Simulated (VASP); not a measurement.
Runs of VASP 6.6.1 on SnO2. The structure is that of space group R-3m (No. 166), or close to it. The cells are those of the table. 

```csv
cell,gap on the mesh (eV),pressure (GPa),largest force (eV/Å)
"a = 4.490, b = 4.490, c = 4.513 Å, angles 43.1, 43.1, 41.9°, 3 atoms",1.09,(a),0.29
"a = 4.478, b = 4.478, c = 4.467 Å, angles 41.4, 41.4, 42.0°, 3 atoms",1.81,6.0,0.29
"a = 4.474, b = 4.474, c = 4.452 Å, angles 40.8, 40.8, 42.0°, 3 atoms",2.01,11.8,0.57
"a = 4.476, b = 4.476, c = 4.459 Å, angles 41.1, 41.1, 42.0°, 3 atoms",1.91,(b),0.43
```

Alike in all rows: task single point; level LDA; potentials or basis VASP PAW LDA potentials, release 64 (Sn_d, O); no spin polarisation; k mesh 12 × 12 × 12; cutoff (eV) 520; smearing gaussian 0.05 eV.

Problem. Fill in the values left out.

Solution. (a) -7.1; (b) 8.8.

Caveats: spin-orbit coupling is left out, which moves the levels of the heavy elements; the cell stands under pressure (at least some runs); the cell stands under tension (at least some runs).

A k mesh can miss the band edges, and the runs leave out spin-orbit coupling on Sn.
